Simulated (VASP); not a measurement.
# GdN (P4/nmm) in VASP: notebook, part 2 of 2

VASP 6.6.1.

**3. Single point, PBE+U, collinear spin, ferromagnetic start**

This run uses another cell than the first one, of 20.66 Å³/atom.

INCAR reads:

```
SYSTEM = GdN
  PREC = Accurate
  ENCUT = 520
  EDIFF = 1E-7
  ISMEAR = 0
  SIGMA = 0.05
  LREAL = .FALSE.
  LASPH = .TRUE.
  NELM = 150
  ALGO = Normal
  ISIF = 2
  LWAVE = .FALSE.
  LCHARG = .FALSE.
  ISPIN = 2
  MAGMOM = 7.59 7.59 0 0
  LORBIT = 11
  LMAXMIX = 6
  LDAU = .TRUE.
  LDAUTYPE = 2
  LDAUL = 3 -1
  LDAUU = 6 0
  LDAUJ = 0 0
  LDAUPRINT = 1
  GGA = PE
  NBANDS = 35
```

KPOINTS reads:

```
Automatic mesh
0
G
  6 6 4
  0 0 0
```

POSCAR reads:

```
GdN
1.0
    4.4218739475      0.0000000000      0.0000000000
    0.0000000000      4.4218739475      0.0000000000
    0.0000000000      0.0000000000      4.2264929138
Gd N
2 2
Direct
    0.5000000000      0.0000000000      0.1864760973
    0.0000000000      0.5000000000      0.8135239027
    0.0000000000      0.0000000000      0.0000000000
    0.5000000000      0.5000000000      0.0000000000
```

Potentials or basis: VASP PAW PBE potentials, release 64 (Gd, N).

The run is started by

```console
cat potpaw_PBE.64/Gd/POTCAR potpaw_PBE.64/N/POTCAR > POTCAR
mpirun -np 1 vasp_std > vasp.out
```

It took 5.3 min on 1 thread of Intel Xeon Platinum 8488C (Sapphire Rapids), shared host; peak memory 0.32 GiB.

Results (log left out):

- Free energy: -43.7754 eV
- Pressure: -3.8 GPa
- Largest force: 0.031 eV/Å
- Band gap on the k mesh: zero (filled and empty bands overlap)
- Net moment: 13.99 μB per cell
- Site moments: Gd +6.86; N -0.10 μB
- Valence electrons inside the program's atomic spheres: Gd 15.23; N 3.63

Forces in eV/Å, atoms in the order of the input:
```
Gd   0.000  0.000  0.031
Gd   0.000  0.000 -0.031
N    0.000  0.000  0.000
N    0.000  0.000  0.000
```

Stress tensor (GPa, compression positive):
```
-3.72  0.00  0.00
 0.00 -3.72  0.00
 0.00  0.00 -3.94
```

Levels at points of the mesh, in eV from the Fermi level:
Spin up:
```csv
k point,band 28,band 29,band 30,band 31,band 32,band 33
"(0.00, 0.00, 0.00)",-1.53,-0.69,-0.36,-0.36,1.70,3.18
"(0.50, 0.00, 0.00)",-1.84,-1.43,-1.43,0.45,0.45,3.57
"(0.50, 0.50, 0.00)",-1.73,-0.64,-0.64,0.98,0.98,1.30
"(0.00, 0.00, 0.50)",-2.17,-0.82,-0.82,2.31,2.51,3.52
"(0.50, 0.00, 0.50)",-2.18,-2.09,-2.09,2.56,2.56,4.23
"(0.50, 0.50, 0.50)",-1.98,-1.66,-1.66,2.35,2.35,3.01
```
Spin down:
| k point | band 12 | band 13 | band 14 | band 15 | band 16 | band 17 | band 18 | band 19 | band 20 | band 21 |
| --- | --- | --- | --- | --- | --- | --- | --- | --- | --- | --- |
| (0.00, 0.00, 0.00) | -1.75 | -1.75 | -1.54 | -0.63 | -0.63 | -0.31 | 2.38 | 3.60 | 3.87 | 3.92 |
| (0.50, 0.00, 0.00) | -2.42 | -1.67 | -1.67 | -1.56 | -1.56 | 0.80 | 0.80 | 3.74 | 3.74 | 3.84 |
| (0.50, 0.50, 0.00) | -3.51 | -1.77 | -1.77 | -0.94 | -0.94 | 1.41 | 1.41 | 1.80 | 1.80 | 4.31 |
| (0.00, 0.00, 0.50) | -2.25 | -1.92 | -1.92 | -0.99 | -0.99 | 2.88 | 3.02 | 3.79 | 3.94 | 3.94 |
| (0.50, 0.00, 0.50) | -2.37 | -2.12 | -2.12 | -2.00 | -2.00 | 2.86 | 2.86 | 3.99 | 3.99 | 4.12 |
| (0.50, 0.50, 0.50) | -2.99 | -1.95 | -1.95 | -1.72 | -1.72 | 2.63 | 2.63 | 3.03 | 3.03 | 4.20 |

Eigenvalues of the final occupation matrices:
```
    site  spin  trace                         eigenvalues
site 1 f     1   6.94  0.99 0.99 0.99 0.99 0.99 0.99 0.99
site 1 f     2   0.05  0.00 0.00 0.00 0.00 0.01 0.01 0.01
site 2 f     1   6.94  0.99 0.99 0.99 0.99 0.99 0.99 0.99
site 2 f     2   0.05  0.00 0.00 0.00 0.00 0.01 0.01 0.01
```

Caveat: the k points lie up to 0.37 Å⁻¹ apart; spin-orbit coupling is left out, which moves the levels of the heavy elements.

**4. Single point, PBE+U, collinear spin, ferromagnetic start**

This run uses another cell than the first one, of 16.87 Å³/atom.

INCAR reads:

```
ALGO     = Normal         # electronic algorithm
EDIFF    = 1E-6           # SCF threshold, eV
ENCUT    = 520            # plane-wave cutoff, eV
GGA      = PE             # functional
ISIF     = 2              # what is computed and relaxed
ISMEAR   = 0              # smearing method
ISPIN    = 2              # spin polarisation
LASPH    = T              # aspherical terms in the spheres
LCHARG   = T              # write CHGCAR
LDAU     = T              # DFT+U
LDAUJ    = 0 0          
LDAUL    = 3 -1           # shell
LDAUPRINT= 1            
LDAUTYPE = 2            
LDAUU    = 6 0            # U, eV
LELF     = T              # ELF
LMAXMIX  = 6              # l up to which the mixer works
LORBIT   = 11             # projections on sites
LREAL    = F              # projectors in reciprocal space
LVHAR    = T            
LWAVE    = F              # write WAVECAR
MAGMOM   = 7.56 7.56 0 0  # initial moments
NBANDS   = 35             # bands
NELM     = 150            # most SCF steps
PREC     = Accurate       # precision mode
SIGMA    = 0.05           # smearing width, eV
```

KPOINTS reads:

```
k-points
0
Gamma
  8 8 8
```

POSCAR reads:

```
GdN
1.0
    4.3275777037      0.0000000000      0.0000000000
    0.0000000000      4.3275777037      0.0000000000
    0.0000000000      0.0000000000      3.6035927234
Gd N
2 2
Direct
    0.5000000000      0.0000000000      0.2426009271
    0.0000000000      0.5000000000      0.7573990729
    0.0000000000      0.0000000000      0.0000000000
    0.5000000000      0.5000000000      0.0000000000
```

The run is started by

```console
cat potpaw_PBE.64/Gd/POTCAR potpaw_PBE.64/N/POTCAR > POTCAR
mpirun -np 1 vasp_std > vasp.out
```

Run time: 13 min. Hardware: 1 thread of Intel Xeon 8259CL, shared host; peak memory 0.37 GiB.

It converged, with:

```
Free energy                                           : -44.0420 eV
Pressure                                              : 0.1 GPa
Largest force                                         : 0.055 eV/Å
Band gap on the k mesh                                : 0.26 eV (least direct gap 0.58 eV)
Net moment                                            : 14.00 μB per cell
Site moments                                          : Gd +6.86; N -0.08 μB
Valence electrons inside the program's atomic spheres : Gd 15.27; N 3.65
```

Forces on the atoms (eV/Å):
```
Gd   0.000  0.000  0.055
Gd   0.000  0.000 -0.055
N    0.000  0.000  0.000
N    0.000  0.000  0.000
```

Stress tensor (GPa, compression positive):
```
 0.17  0.00  0.00
 0.00  0.17  0.00
 0.00  0.00 -0.12
```

Levels at points of the mesh, in eV from the valence-band top:
Spin up:
| k point | band 26 | band 27 | band 28 | band 29 | band 30 | band 31 | band 32 | band 33 | band 34 | band 35 |
| --- | --- | --- | --- | --- | --- | --- | --- | --- | --- | --- |
| (0.00, 0.00, 0.00) | -2.19 | -2.19 | -1.38 | -0.32 | -0.32 | 0.26 | 1.13 | 3.01 | 3.88 | 3.88 |
| (0.50, 0.00, 0.00) | -2.83 | -1.89 | -1.89 | -1.31 | -1.31 | 0.92 | 0.92 | 3.12 | 3.12 | 3.17 |
| (0.50, 0.50, 0.00) | -4.30 | -1.77 | -1.77 | -0.37 | -0.37 | 1.04 | 1.04 | 1.59 | 1.59 | 5.77 |
| (0.00, 0.00, 0.50) | -3.17 | -2.87 | -2.87 | -1.28 | -1.28 | 3.09 | 3.70 | 3.95 | 3.95 | 5.60 |
| (0.50, 0.00, 0.50) | -2.90 | -2.83 | -2.83 | -2.03 | -2.03 | 3.35 | 3.35 | 4.11 | 4.11 | 5.68 |
| (0.50, 0.50, 0.50) | -2.99 | -2.35 | -2.35 | -1.50 | -1.50 | 2.30 | 2.30 | 3.03 | 3.03 | 4.52 |
Spin down:
| k point | band 12 | band 13 | band 14 | band 15 | band 16 | band 17 | band 18 | band 19 | band 20 | band 21 |
| --- | --- | --- | --- | --- | --- | --- | --- | --- | --- | --- |
| (0.00, 0.00, 0.00) | -1.92 | -1.92 | -1.37 | -0.58 | -0.58 | 0.73 | 1.85 | 3.40 | 3.62 | 3.98 |
| (0.50, 0.00, 0.00) | -2.77 | -1.72 | -1.72 | -1.47 | -1.47 | 1.40 | 1.40 | 3.38 | 3.38 | 3.45 |
| (0.50, 0.50, 0.00) | -4.09 | -1.80 | -1.80 | -0.77 | -0.77 | 1.59 | 1.59 | 2.26 | 2.26 | 4.22 |
| (0.00, 0.00, 0.50) | -3.12 | -2.60 | -2.60 | -1.41 | -1.41 | 3.32 | 3.64 | 4.09 | 4.19 | 4.33 |
| (0.50, 0.00, 0.50) | -2.82 | -2.63 | -2.63 | -2.06 | -2.06 | 3.63 | 3.63 | 3.99 | 3.99 | 4.10 |
| (0.50, 0.50, 0.50) | -2.86 | -2.27 | -2.27 | -1.60 | -1.60 | 2.73 | 2.73 | 3.21 | 3.21 | 4.14 |

Eigenvalues of the final occupation matrices:
| site | spin | trace | eigenvalues |
| --- | --- | --- | --- |
| site 1 f | 1 | 6.94 | 0.99 0.99 0.99 0.99 0.99 0.99 0.99 |
| site 1 f | 2 | 0.05 | 0.00 0.00 0.00 0.00 0.01 0.01 0.01 |
| site 2 f | 1 | 6.94 | 0.99 0.99 0.99 0.99 0.99 0.99 0.99 |
| site 2 f | 2 | 0.05 | 0.00 0.00 0.00 0.00 0.01 0.01 0.01 |

Caveat: spin-orbit coupling is left out, which moves the levels of the heavy elements.

**5. The runs side by side**

```csv
cell,k mesh,gap on the mesh (eV),pressure (GPa),moment (μB),largest force (eV/Å)
"a = 4.325, b = 4.325, c = 3.594 Å, 4 atoms, atomic positions A",8 × 8 × 8,0.20,-0.3,10.00,0.02
"a = 4.422, b = 4.422, c = 4.226 Å, 4 atoms, atomic positions B",6 × 6 × 4,none,-3.8,13.99,0.03
"a = 4.328, b = 4.328, c = 3.604 Å, 4 atoms, atomic positions C",8 × 8 × 8,0.26,0.1,14.00,0.05
```

Alike in all rows: task single point; level PBE+U; potentials or basis VASP PAW PBE potentials, release 64 (Gd, N); spin collinear, ferromagnetic start; Gd f U = 6.0 eV; cutoff (eV) 520; smearing gaussian 0.05 eV.

Caveats: some runs use coarse meshes; spin-orbit coupling is left out, which moves the levels of the heavy elements.

Total energies depend on the potentials used, so only differences within one code and one set of settings carry meaning.
